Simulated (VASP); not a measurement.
A run of VASP 6.6.1 is set up as follows.

File INCAR:

```
SYSTEM = LiPbO3
PREC = Accurate ; ENCUT = 600
EDIFF = 1E-6 ; ISMEAR = -1
SIGMA = 0.1 ; LREAL = .FALSE.
LASPH = .TRUE. ; NELM = 60
ALGO = Normal ; ISIF = 3
LWAVE = .FALSE. ; LCHARG = .FALSE.
GGA = PS ; IBRION = 2
NSW = 100 ; EDIFFG = -0.03
```

File KPOINTS:

```
regular mesh
0
G
  5 5 5
  0 0 0
```

Contents of POSCAR:

```
LiPbO3
1.0
    5.5493710000      0.0000000000      0.0000000000
   -2.7746860000      4.8058980000      0.0000000000
   -2.7746860000      1.6019660000      4.9467880000
Pb O Li
2 6 2
Direct
    0.0013000000      0.9987000000      0.0039000000
    0.5013000000      0.4987000000      0.5039000000
    0.1203000000      0.2742000000      0.2103000000
    0.7258000000      0.6358000000      0.2103000000
    0.3642000000      0.8797000000      0.2103000000
    0.2258000000      0.3797000000      0.7103000000
    0.8642000000      0.7742000000      0.7103000000
    0.6203000000      0.1358000000      0.7103000000
    0.2820000000      0.7180000000      0.8460000000
    0.7820000000      0.2180000000      0.3460000000
```

Potentials or basis: VASP PAW PBE potentials, release 64 (Pb_d, O, Li_sv).

Command:

```sh
$ cat potpaw_PBE.64/Pb_d/POTCAR potpaw_PBE.64/O/POTCAR potpaw_PBE.64/Li_sv/POTCAR > POTCAR
$ mpirun -np 1 vasp_std > vasp.out
```

Question: Estimate the relaxed volume.

Answer: 11.86 Å³/atom.

Question: Predict the relaxed cell.

Answer: a = 5.393 Å, b = 5.393 Å, c = 5.644 Å, α = 61.46°, β = 118.54°, γ = 120.00°.

Question: Estimate the band gap on the k mesh.

Answer: Zero (bands 35 and 36 overlap by 0.15 eV).

Question: Predict the space group after relaxing (to 0.1 Å).

Answer: R3c (No. 161).

Forces in eV/Å, atoms in the order of the input:
```
Pb   0.000  0.000  0.003
Pb   0.000  0.000  0.003
O   -0.006 -0.010 -0.005
O    0.011  0.000 -0.005
O   -0.006  0.010 -0.005
O    0.006  0.010 -0.005
O    0.006 -0.010 -0.005
O   -0.011  0.000 -0.005
Li   0.000  0.000  0.013
Li   0.000  0.000  0.013
```

Caveat: the cutoff is under 1.25 times the usual one of these potentials, so pressure, stress and relaxed cells hold a basis-set (Pulay) error; the PAW data sets were made with another functional, which shifts forces and pressure a little; spin-orbit coupling is left out, which moves the levels of the heavy elements.
